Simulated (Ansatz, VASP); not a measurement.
# Two plane-wave programs on ScB3S

```
CELL_PARAMETERS angstrom
3.31271 0.00000 0.00000
0.00000 3.31271 0.00000
0.00000 0.00000 5.48866
ATOMIC_POSITIONS crystal
Sc 0.50000 0.50000 0.50000
B 0.00000 0.00000 0.35934
B 0.00000 0.00000 0.64066
B 0.50000 0.50000 0.00000
S 0.00000 0.00000 0.00000
```

Alike in both runs: functional PBE; k mesh 12 × 12 × 8; occupations gaussian, width 0.1 eV; no spin polarisation.

Ansatz relaxed the structure, and its values are those at the end. VASP's run is a single point on that final structure, the one shown.

|  | VASP | Ansatz |
| --- | --- | --- |
| version | VASP 6.6.1 | Ansatz 0.2.0 |
| potentials or method | VASP PAW PBE potentials, release 64 (Sc_sv, B, S), cutoff 520 eV | scalar-relativistic, plane waves, PAW |
| valence electrons in the cell | 26 | 26 |

Ansatz gave:

* gap on the k mesh at the Fermi level (eV): none
* pressure (GPa): 0.0
* rms of the force components (eV/Å): 0.001

Q: Estimate VASP's values.

A: gap on the k mesh at the Fermi level (eV): none; pressure (GPa): 0.2; rms of the force components (eV/Å): 0.012.

A gap of «none» marks a metal or a gap that the smearing closes.
